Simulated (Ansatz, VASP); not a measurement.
## Two plane-wave programs on CuI

The input INCAR:

```
SYSTEM = CuI
  ALGO = Normal
  EDIFF = 1E-6
  EDIFFG = -0.01
  ENCUT = 600
  GGA = RP
  IBRION = 2
  ISIF = 3
  ISMEAR = -1
  IVDW = 13
  LASPH = .TRUE.
  LCHARG = .FALSE.
  LREAL = .FALSE.
  LWAVE = .FALSE.
  NELM = 100
  NSW = 60
  PREC = Accurate
  SIGMA = 0.05
```

The input KPOINTS:

```
k-points
0
G
  8 8 8
  0 0 0
```

The input POSCAR:

```
CuI
1.0
    0.0000000000      3.0315000000      3.0315000000
    3.0315000000      0.0000000000      3.0315000000
    3.0315000000      3.0315000000      0.0000000000
I Cu
1 1
Direct
    0.0000000000      0.0000000000      0.0000000000
    0.7500000000      0.7500000000      0.7500000000
```

input.yaml

```yaml
crystal:
  lattice:
    - [0.0, 3.0315, 3.0315]
    - [3.0315, 0.0, 3.0315]
    - [3.0315, 3.0315, 0.0]
  atoms:
    - { symbol: I, position: [0.0, 0.0, 0.0] }
    - { symbol: Cu, position: [0.75, 0.75, 0.75] }
hamiltonian:
  xc: rpbe
  pseudopotentials: { kind: paw }
  dispersion: d4
kpoints:
  mp_grid: { grid: [8, 8, 8] }
scf:
  occupations: { method: fermi_dirac, width: 0.05 }
output:
  forces: true
  stress: true
relax:
  f_tol: 0.01
  max_steps: 40
  cell: { stress_tol: 0.05 }
```

Alike in both runs: task relaxation of cell and atoms; functional RPBE; dispersion D4; k mesh 8 × 8 × 8; occupations fermi-dirac, width 0.05 eV; no spin polarisation.

```csv
,VASP,Ansatz
version,VASP 6.6.1,Ansatz 0.2.0
potentials or method,"VASP PAW PBE potentials, release 64 (I, Cu)",Ansatz PAW
plane-wave cutoff (eV),600,420
valence electrons in the cell,18,36
```

```tsv
	VASP	Ansatz	Ansatz less VASP
relaxed volume (Å³/atom)	26.40	26.34	-0.066
relaxed length of the cell vector where the two differ most in proportion (Å)	4.211	4.208	-0.0035
```

VASP's potentials were made for PBE, not for RPBE. VASP's potentials hold 18 valence electrons a cell and Ansatz's 36, so a difference there can come from the potentials and not from the codes.

Spin-orbit coupling is off throughout. Noted on Ansatz's run: the plane-wave basis is chosen anew once the cell has moved, so the energies of steps on either side of that aren't comparable.
